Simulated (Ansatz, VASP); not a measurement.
# One calculation of Na2Ru, two programs

File INCAR:

```
SYSTEM = Na2Ru
PREC = Accurate ; ENCUT = 520
EDIFF = 1E-6 ; ISMEAR = 0
SIGMA = 0.1 ; LREAL = .FALSE.
LASPH = .TRUE. ; NELM = 80
ALGO = Normal ; ISIF = 2
LWAVE = .FALSE. ; LCHARG = .FALSE.
GGA = PE ; NBANDS = 21
```

KPOINTS

```
Automatic mesh
0
G
  6 4 4
  0 0 0
```

POSCAR

```
Na2Ru
1.0
    3.2787415200      0.0000000000      0.0000000000
    0.0000000000      4.6368407300      0.0000000000
    0.0000000000      0.0000000000      6.5574830500
Na Ru
2 1
Direct
    0.0000000000      0.0000000000      0.7500000000
    0.0000000000      0.0000000000      0.2500000000
    0.5000000000      0.5000000000      0.5000000000
```

Input for Ansatz:

```yaml
crystal:
  lattice:
    - [3.27874152, 0.0, 0.0]
    - [0.0, 4.63684073, 0.0]
    - [0.0, 0.0, 6.55748305]
  atoms:
    - { symbol: Na, position: [0.0, 0.0, 0.75] }
    - { symbol: Na, position: [0.0, 0.0, 0.25] }
    - { symbol: Ru, position: [0.5, 0.5, 0.5] }
basis:
  ecutwfc: 420
kpoints:
  mp_grid: { grid: [6, 4, 4] }
hamiltonian:
  xc: pbe
scf:
  occupations: { method: gaussian, width: 0.1 }
  lower_state_search: "off"
output:
  forces: true
  stress: true
  eigenvalues: true
```

Change from the starting cell: ordered superstructure of fcc with vacancies (Pmmm, No. 47).

Alike in both runs: task single point; functional PBE; k mesh 6 × 4 × 4; occupations gaussian, width 0.1 eV; no spin polarisation.

```csv
,VASP,Ansatz
version,VASP 6.6.1,Ansatz 0.2.0
potentials or method,"VASP PAW PBE potentials, release 64 (Na_pv, Ru_pv), cutoff 520 eV","scalar-relativistic, plane waves, PAW"
valence electrons in the cell,28,34
```

```csv
,VASP,Ansatz,Ansatz less VASP
gap on the k mesh at the Fermi level (eV),none,none,-
pressure (GPa),-4.9,-4.9,-0.01
"traceless stress, the component that is largest in VASP (GPa)",4.16,4.17,+0.009
rms of the force components (eV/Å),0.177,0.178,+0.0004
```

Atom by atom the forces differ by 0.000 eV/Å (rms over components). A gap of «none» marks a metal or a gap that the smearing closes. VASP's potentials hold 28 valence electrons a cell and Ansatz's 34, so a difference there can come from the potentials and not from the codes.
